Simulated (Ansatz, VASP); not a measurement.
## Be in VASP and in Ansatz

```
CELL_PARAMETERS angstrom
0.00000 0.00000 -3.57006
4.52261 0.00000 0.00000
-2.26131 -3.91670 0.00000
ATOMIC_POSITIONS crystal
Be 0.25000 0.83333 0.16667
Be 0.25000 0.33333 0.16667
Be 0.25000 0.83333 0.66667
Be 0.25000 0.33333 0.66667
Be 0.75000 0.16667 0.33333
Be 0.75000 0.66667 0.33333
Be 0.75000 0.16667 0.83333
Be 0.75000 0.66667 0.83333
```

Alike in both runs: functional PBE; k mesh 8 × 9 × 9; occupations gaussian, width 0.1 eV; no spin polarisation.

Ansatz relaxed the structure, and its values are those at the end. VASP's run is a single point on that final structure, the one shown.

|  | VASP | Ansatz |
| --- | --- | --- |
| version | VASP 6.6.1 | Ansatz 0.2.0 |
| potentials or method | VASP PAW PBE potentials, release 64 (Be), cutoff 520 eV | scalar-relativistic, plane waves, PAW |
| valence electrons in the cell | 16 | 16 |

Ansatz gave:

- gap on the k mesh at the Fermi level (eV): none
- pressure (GPa): 0.0

**Question.** Which values does VASP return?

**Answer.** gap on the k mesh at the Fermi level (eV): none; pressure (GPa): 0.1.

A gap of «none» marks a metal or a gap that the smearing closes.
